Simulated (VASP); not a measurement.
# ZnS (F-43m) in VASP: a series of runs, part 2 of 2

VASP 6.6.1. The steps go on from the part before.

## 4. Dielectric tensor, LDA

Input file INCAR:

```
  ALGO = Normal
  EDIFF = 1E-8
  ENCUT = 520
  ISIF = 2
  ISMEAR = 0
  LASPH = True
  LCHARG = False
  LEPSILON = True
  LREAL = False
  LWAVE = False
  NELM = 80
  PREC = Accurate
  SIGMA = 0.01
```

Input file KPOINTS:

```
k-points
0
Gamma
  9 9 9
```

Input file POSCAR:

```
ZnS
1.0
    0.0000000000      2.7020000000      2.7020000000
    2.7020000000      0.0000000000      2.7020000000
    2.7020000000      2.7020000000      0.0000000000
Zn S
1 1
Direct
    0.7500000000      0.7500000000      0.7500000000
    0.0000000000      0.0000000000      0.0000000000
```

Potentials or basis: VASP PAW LDA potentials, release 64 (Zn, S).

The run is started by

```
cat potpaw_LDA.64/Zn/POTCAR potpaw_LDA.64/S/POTCAR > POTCAR
mpirun -np 1 vasp_std > vasp.out
```

OUTCAR:

```text
EDIFF = 1E-8
   ENCUT = 520
   ISIF = 2
   ISMEAR = 0
   LASPH = True
   LEPSILON = True
   LREAL = False
   NELM = 80
   PREC = Accurate

 ion  position               nearest neighbor table
   1  0.750  0.750  0.750-   2 2.34   2 2.34   2 2.34   2 2.34
   2  0.000  0.000  0.000-   1 2.34   1 2.34   1 2.34   1 2.34

  LATTYP: Found a face centered cubic cell.
 ALAT       =     5.4040000000

  Lattice vectors:

 A1 = (   0.0000000000,   2.7020000000,   2.7020000000)
 A2 = (   2.7020000000,   0.0000000000,   2.7020000000)
 A3 = (   2.7020000000,   2.7020000000,   0.0000000000)

Analysis of symmetry for initial positions (statically):
=====================================================================
 Subroutine PRICEL returns:
 Original cell was already a primitive cell.

 Routine SETGRP: Setting up the symmetry group for a
 face centered cubic supercell.

 Subroutine GETGRP returns: Found 24 space group operations
 (whereof 24 operations were pure point group operations)
 out of a pool of 48 trial point group operations.

The static configuration has the point symmetry T_d .

Analysis of symmetry for dynamics (positions and initial velocities):
=====================================================================
 Subroutine PRICEL returns:
 Original cell was already a primitive cell.

 Routine SETGRP: Setting up the symmetry group for a
 face centered cubic supercell.

 Subroutine GETGRP returns: Found 24 space group operations
 (whereof 24 operations were pure point group operations)
 out of a pool of 48 trial point group operations.

The dynamic configuration has the point symmetry T_d .

 Subroutine INISYM returns: Found 24 space group operations
 (whereof 24 operations are pure point group operations),
 and found     1 'primitive' translations

----------------------------------------------------------------------------------------

                                     Primitive cell

  volume of cell :      39.4535

  direct lattice vectors                    reciprocal lattice vectors
     0.000000000  2.702000000  2.702000000    -0.185048113  0.185048113  0.185048113
     2.702000000  0.000000000  2.702000000     0.185048113 -0.185048113  0.185048113
     2.702000000  2.702000000  0.000000000     0.185048113  0.185048113 -0.185048113

  length of vectors
     3.821205046  3.821205046  3.821205046     0.320512733  0.320512733  0.320512733

  position of ions in fractional coordinates (direct lattice)
     0.750000000  0.750000000  0.750000000
     0.000000000  0.000000000  0.000000000

  ion indices of the primitive-cell ions
   primitive index   ion index
                 1           1
                 2           2

[... 493 lines left out ...]
      4      -4.2505      2.00000
      5      -4.0176      2.00000
      6      -3.9272      2.00000
      7      -2.5744      2.00000
      8      -0.2661      2.00000
      9      -0.2661      2.00000
     10       5.1768      0.00000
     11       5.8847      0.00000
     12      12.3958      0.00000
     13      13.2952      0.00000

 [... further k-points ...]

  FORCE on cell =-STRESS in cart. coord.  units (eV):
  Direction    XX          YY          ZZ          XY          YZ          ZX
  --------------------------------------------------------------------------------------
  -------------------------------------------------------------------------------------
  Total       -1.0721359     -1.0721359     -1.0721359      0.0000000      0.0000000     -0.0000000
  in kB      -43.5385924    -43.5385924    -43.5385924      0.0000000      0.0000000     -0.0000000
  external PRESSURE =     -43.5385924 kB  Pullay stress =       0.0000000 kB

 VOLUME and BASIS-vectors are now :
 -----------------------------------------------------------------------------
  energy-cutoff  :      520.00
  volume of cell :       39.45
      direct lattice vectors                 reciprocal lattice vectors
     0.000000000  2.702000000  2.702000000    -0.185048113  0.185048113  0.185048113
     2.702000000  0.000000000  2.702000000     0.185048113 -0.185048113  0.185048113
     2.702000000  2.702000000  0.000000000     0.185048113  0.185048113 -0.185048113

 POSITION                                       TOTAL-FORCE (eV/Angst)
 -----------------------------------------------------------------------------------
      4.05300      4.05300      4.05300         0.000000      0.000000      0.000000
      0.00000      0.00000      0.00000        -0.000000     -0.000000     -0.000000
 -----------------------------------------------------------------------------------
    total drift:                                0.000000      0.000000      0.000000

  FREE ENERGIE OF THE ION-ELECTRON SYSTEM (eV)
  ---------------------------------------------------
  free  energy   TOTEN  =        -8.1769916102 eV

  energy  without entropy=       -8.1769916102  energy(sigma->0) =       -8.17699161

 HEAD OF MICROSCOPIC STATIC DIELECTRIC TENSOR (INDEPENDENT PARTICLE, excluding Hartree and local field effects)
 ------------------------------------------------------
           6.729894     0.000000     0.000000
           0.000000     6.729894     0.000000
          -0.000000    -0.000000     6.729894
 ------------------------------------------------------

 Free energy of the ion-electron system (eV)
  ---------------------------------------------------
  ---------------------------------------------------
  free energy    TOTEN  =        -0.60199660 eV

  energy without entropy =       -0.60199660

------------------------ aborting loop because EDIFF is reached ----------------------------------------

--------------------------------------- Ionic step        2  -------------------------------------------

------------------------ aborting loop because EDIFF is reached ----------------------------------------

--------------------------------------- Ionic step        3  -------------------------------------------

 Free energy of the ion-electron system (eV)
  ---------------------------------------------------
  ---------------------------------------------------
  free energy    TOTEN  =        -0.60199650 eV

  energy without entropy =       -0.60199650

------------------------ aborting loop because EDIFF is reached ----------------------------------------

 PIEZOELECTRIC TENSOR FIELD DIRECTION 3  (e Angst)
 -----------------------------------------------------------------------------
    -0.00081 -1.67081  0.00000           ( -0.00000  0.01967  0.00000)
    -1.67081 -0.00081  0.00000           (  0.01967 -0.00000  0.00000)
     0.00000  0.00000 -0.00004           (  0.00000  0.00000 -0.00000)

 PIEZOELECTRIC TENSOR FIELD DIRECTION 3  (C/m^2)
 -----------------------------------------------------------------------------
    -0.00033 -0.67850  0.00000
    -0.67850 -0.00033  0.00000
     0.00000  0.00000 -0.00002

 MACROSCOPIC STATIC DIELECTRIC TENSOR (including local field effects in DFT)
 ------------------------------------------------------
           6.238841     0.000000     0.000000
           0.000000     6.238841     0.000000
          -0.000000    -0.000000     6.238841
 ------------------------------------------------------

 PIEZOELECTRIC TENSOR (including local field effects)  for field in x, y, z        (e  Angst)
          XX          YY          ZZ          XY          YZ          ZX
  --------------------------------------------------------------------------------
  x    -0.00000    -0.00000    -0.00000     0.00000    -1.68606     0.00000
  y     0.00000    -0.00000    -0.00000     0.00000     0.00000    -1.68606
  z    -0.00000    -0.00000    -0.00000    -1.68606     0.00000     0.00000

 PIEZOELECTRIC TENSOR (including local field effects)  for field in x, y, z        (C/m^2)
          XX          YY          ZZ          XY          YZ          ZX
  --------------------------------------------------------------------------------
  x    -0.00000    -0.00000    -0.00000     0.00000    -0.68470     0.00000
  y     0.00000    -0.00000    -0.00000     0.00000     0.00000    -0.68470
  z    -0.00000    -0.00000    -0.00000    -0.68470     0.00000     0.00000

 BORN EFFECTIVE CHARGES (including local field effects) (in |e|, cummulative output)
 ---------------------------------------------------------------------------------
 ion    1
    1     1.99703     0.00000     0.00000
    2     0.00000     1.99703     0.00000
    3     0.00000     0.00000     1.99703
 ion    2
    1    -1.99703     0.00000     0.00000
    2     0.00000    -1.99703     0.00000
    3     0.00000     0.00000    -1.99703
```

OSZICAR:

```text
N       E                     dE             d eps       ncg     rms          rms(c)
DAV:   1     0.831486268963E+02    0.83149E+02   -0.87933E+03   910   0.163E+03
[... 13 lines left out ...]
RMM:   7    -0.601952456353E+00   -0.18003E-03   -0.75477E-05  5763   0.356E-02    0.241E-03
RMM:   8    -0.601994593392E+00   -0.42137E-04    0.74320E-06  5970   0.757E-03    0.127E-03
RMM:   9    -0.601992375374E+00    0.22180E-05    0.84714E-07  5976   0.258E-03    0.533E-04
RMM:  10    -0.601995858046E+00   -0.34827E-05   -0.15389E-07  5650   0.820E-04    0.168E-04
RMM:  11    -0.601996926154E+00   -0.10681E-05   -0.47398E-07  3967   0.292E-04    0.600E-05
RMM:  12    -0.601996433848E+00    0.49231E-06    0.22920E-07  4051   0.164E-04    0.113E-05
RMM:  13    -0.601996496993E+00   -0.63145E-07    0.40299E-07  2306   0.787E-05    0.891E-06
```

stdout:

```text
POSCAR found type information on POSCAR ZnS
 POSCAR found :  2 types and       2 ions
 scaLAPACK will be used
 LDA part: xc-table for (Slater(with rela. corr.)+CA(PZ))
 , standard interpolation
 POSCAR, INCAR and KPOINTS ok, starting setup
 FFT: planning ... GRIDC
 FFT: planning ... GRID_SOFT
 FFT: planning ... GRID
 WAVECAR not read
 entering main loop
 Linear response reoptimize wavefunctions to high precision
 Linear response G [H, r] |phi>, progress :
  Direction:   1
 Linear response G [H, r] |phi>, progress :
  Direction:   2
 Linear response G [H, r] |phi>, progress :
  Direction:   3
 Linear response to external field (no local field effect), progress :
  Direction:   1
 dielectric tensor                  component  1 :     7.632     2.991     0.749
 Linear response to external field (no local field effect), progress :
  Direction:   2
 dielectric tensor                  component  2 :     2.992     7.971    -1.052
 Linear response to external field (no local field effect), progress :
  Direction:   3
 dielectric tensor                  component  3 :     0.746    -1.051     4.587
 Linear response to external field, progress :
  Direction:   1
 dielectric tensor                  component  1 :     6.239     1.210     0.679
 Linear response to external field, progress :
  Direction:   2
 dielectric tensor                  component  2 :     1.133     6.239     0.519
 Linear response to external field, progress :
  Direction:   3
 dielectric tensor                  component  3 :     0.900     0.990     6.239
 Born effective charges drift removed
```

Wall time 2.8 min (1 thread of Intel Xeon Platinum 8559C (Emerald Rapids), shared host); peak memory 0.28 GiB.

What came out:

```
Band gap on the k mesh                  : 1.89 eV
Electronic dielectric tensor (diagonal) : 6.24
Born charges (mean of the diagonal)     : Zn +2.00; S -2.00 e
```

Electronic dielectric tensor:
```
6.24 0.00 0.00
0.00 6.24 0.00
0.00 0.00 6.24
```

Born effective charge tensors (e):
atom 1, Zn
```
2.00 0.00 0.00
0.00 2.00 0.00
0.00 0.00 2.00
```
atom 2, S
```
-2.00  0.00  0.00
 0.00 -2.00  0.00
 0.00  0.00 -2.00
```

LDA gaps usually lie below the measured ones, often by a third to a half.

## 5. Elastic constants, PBEsol

Input file INCAR:

```
  PREC = Accurate
  ENCUT = 600
  EDIFF = 1E-8
  ISMEAR = 0
  SIGMA = 0.01
  LREAL = F
  LASPH = T
  NELM = 80
  ALGO = Normal
  ISIF = 3
  LWAVE = F
  LCHARG = T
  GGA = PS
  NBANDS = 16
  IBRION = 6
  NFREE = 2
  POTIM = 0.015
  NSW = 1
```

Input file KPOINTS:

```
regular mesh
0
Gamma
  7 7 7
```

POSCAR is that of step 4.

Potentials or basis: VASP PAW PBE potentials, release 64 (Zn, S).

The run is started by

```
cat potpaw_PBE.64/Zn/POTCAR potpaw_PBE.64/S/POTCAR > POTCAR
mpirun -np 1 vasp_std > vasp.out
```

It took 4.6 min on 1 thread of Intel Xeon Platinum 8559C (Emerald Rapids), shared host; peak memory 0.28 GiB.

It converged, with:

```yaml
Elastic_constants_C11_C12_C44: 101, 58, 48 GPa
Voigt_bulk_modulus: 73 GPa
Highest_phonon_frequency_at_Γ_LO-TO_splitting_left_out: 267 cm⁻¹
```

Phonon frequencies in cm⁻¹ (negative: imaginary):
| q point | frequencies |
| --- | --- |
| (0.000, 0.000, 0.000) | 0 0 0 267 267 267 |

Elastic tensor in Voigt notation (GPa, in the Cartesian axes of the cell as first typed):
```
101  58  58   0   0   0
 58 101  58   0   0   0
 58  58 101   0   0   0
  0   0   0  48   0   0
  0   0   0   0  48   0
  0   0   0   0   0  48
```

Clamped-ion elastic tensor (GPa):
```
101  58  58   0   0   0
 58 101  58   0   0   0
 58  58 101   0   0   0
  0   0   0  67   0   0
  0   0   0   0  67   0
  0   0   0   0   0  67
```

Caveat: the cell is under stress, which shifts elastic constants; the PAW data sets were made with another functional, which shifts forces and pressure a little.

## 6. Overview

```csv
task,level,potentials or basis,k mesh,cutoff (eV),ions in elastic constants,gap on the mesh (eV)
dielectric tensor,PBE,"VASP PAW PBE potentials, release 64 (Zn, S)",9 × 9 × 9,520,-,2.11
elastic constants,PBEsol,"VASP PAW PBE potentials, release 64 (Zn, S)",7 × 7 × 7,600,relaxed,-
dielectric tensor,LDA,"VASP PAW LDA potentials, release 64 (Zn, S)",9 × 9 × 9,520,-,1.89
```

Alike in all rows: no spin polarisation; cell as given; smearing gaussian 0.01 eV.

Caveats: the cell is under stress, which shifts elastic constants (at least some runs); the PAW data sets were made with another functional, which shifts forces and pressure a little (at least some runs).

Total energies depend on the potentials used, so only differences within one code and one set of settings carry meaning.
